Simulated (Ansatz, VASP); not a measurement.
# AlGaN2 in VASP and in Ansatz

```
Al Ga N
1.0
     3.11529    0.00000    0.00000
     0.00000    3.11529    0.00000
     0.00000    0.00000    4.12127
Al Ga N
1 1 2
Direct
  0.50000 0.50000 0.50000
  0.00000 0.00000 0.00000
  0.50000 0.00000 0.73873
  0.00000 0.50000 0.26127
```

Change from the starting cell: strain along c alone, the other axes held, atoms relaxed: -6.0 %.

Alike in both runs: functional LDA; k mesh 8 × 8 × 6; occupations gaussian, width 0.02 eV; no spin polarisation.

Ansatz relaxed the structure, and its values are those at the end. VASP's run is a single point on that final structure, the one shown.

```csv
,VASP,Ansatz
version,VASP 6.6.1,Ansatz 0.2.0
potentials or method,"VASP PAW LDA potentials, release 64 (Al, Ga_d, N), cutoff 520 eV","scalar-relativistic, plane waves, PAW"
valence electrons in the cell,26,26
```

VASP gave:

```
gap on the k mesh at the Fermi level (eV) : 3.44
least direct gap on the mesh (eV)         : 3.44
pressure (GPa)                            : 15.1
rms of the force components (eV/Å)        : 0.011
```

Q: Estimate Ansatz's values.

A: gap on the k mesh at the Fermi level (eV): 3.46; least direct gap on the mesh (eV): 3.46; pressure (GPa): 13.9; rms of the force components (eV/Å): 0.000.

LDA's correlation is that of Perdew and Zunger in VASP and of Perdew and Wang (1992) in Ansatz. Ansatz's warnings: stress scf threshold loose.
